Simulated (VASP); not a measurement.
Crystal: ScCu.

```
Sc Cu
1.0
     3.25600    0.00000    0.00000
     0.00000    3.25600    0.00000
     0.00000    0.00000    3.25600
Sc Cu
1 1
Direct
  0.50000 0.50000 0.50000
  0.00000 0.00000 0.00000
```

* Program: VASP 6.6.1
* Task: relaxation of volume and atoms at fixed shape
* Functional: LDA
* Potentials or basis: VASP PAW LDA potentials, release 64 (Sc_sv, Cu_sv_GW)
* Cutoff: 820 eV
* k mesh: 8 × 8 × 8
* Occupations: fermi-dirac, width 0.1 eV
* Spin: no spin polarisation

At the start: pressure -7.8 GPa; volume 17.26 Å³/atom.

Task: Where does the relaxation end?

Result: Over 3 steps the energy falls by 34.9 meV/atom and the volume is 15.91 Å³/atom (-7.8 %); space group Pm-3m (No. 221, to 0.1 Å) before and after.

Step by step:
| step | energy change (eV) | largest force (eV/Å) | pressure (GPa) | volume (Å³) |
| --- | --- | --- | --- | --- |
| 1 | 0.0000 | 0.0000 | -7.76 | 34.52 |
| 2 | -0.0500 | 0.0000 | 5.35 | 30.51 |
| 3 | -0.0698 | 0.0000 | -0.08 | 31.82 |

Final structure:
```cif
data_structure
_symmetry_space_group_name_H-M 'P 1'
_symmetry_Int_Tables_number 1
_cell_length_a 3.1688
_cell_length_b 3.1688
_cell_length_c 3.1688
_cell_angle_alpha 90.000
_cell_angle_beta 90.000
_cell_angle_gamma 90.000
_cell_volume 31.82
loop_
_atom_site_label
_atom_site_type_symbol
_atom_site_fract_x
_atom_site_fract_y
_atom_site_fract_z
_atom_site_occupancy
Sc1 Sc 0.50000 0.50000 0.50000 1
Cu1 Cu 0.00000 0.00000 0.00000 1
```
